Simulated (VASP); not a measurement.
**TiC: electric field gradients with PBE**

Crystal: TiC.

```
Ti C
1.0
     0.00000    2.19248    2.19248
     2.19248    0.00000    2.19248
     2.19248    2.19248    0.00000
Ti C
1 1
Direct
  0.00000 0.00000 0.00000
  0.50000 0.50000 0.50000
```

This cell differs from its parent crystal: volume scaled by 1.04.

```
Program                : VASP 6.6.1
Task                   : electric field gradients
Functional             : PBE
Potentials or basis    : VASP PAW PBE potentials, release 64 (Ti_sv, C)
Cutoff                 : 520 eV
k mesh                 : 16 × 16 × 16
Occupations            : fermi-dirac, width 0.03 eV
Spin                   : no spin polarisation
Dipole correction      : no
Further INCAR settings : ALGO = Normal; EDIFF = 1e-08; NBANDS = 15
```

```json
{"Pressure": "-8.1 GPa", "Band gap on the k mesh": "zero (band 8 reaches 9.66 eV, above the bottom of band 9 at 8.59 eV)"}
```

Levels at points of the mesh, in eV from the Fermi level:
| k point | band 5 | band 6 | band 7 | band 8 | band 9 | band 10 | band 11 | band 12 |
| --- | --- | --- | --- | --- | --- | --- | --- | --- |
| (0.00, 0.00, 0.00) | -12.22 | 0.68 | 0.68 | 0.68 | 1.64 | 1.64 | 1.64 | 1.64 |
| (0.50, 0.00, 0.00) | -8.91 | -5.66 | -2.77 | -2.77 | 2.78 | 2.78 | 3.90 | 7.81 |
| (0.50, 0.50, 0.00) | -9.97 | -3.39 | -1.50 | -0.06 | -0.06 | 2.58 | 3.34 | 3.34 |

It took 26 s on 1 thread of Intel(R) Xeon(R) 6975P-C (Granite Rapids) (shared host), peak memory 0.17 GiB.

Caveat: without QUAD_EFG the Cq values of the log hold for a quadrupole moment of 1 mb, not for the nuclei.
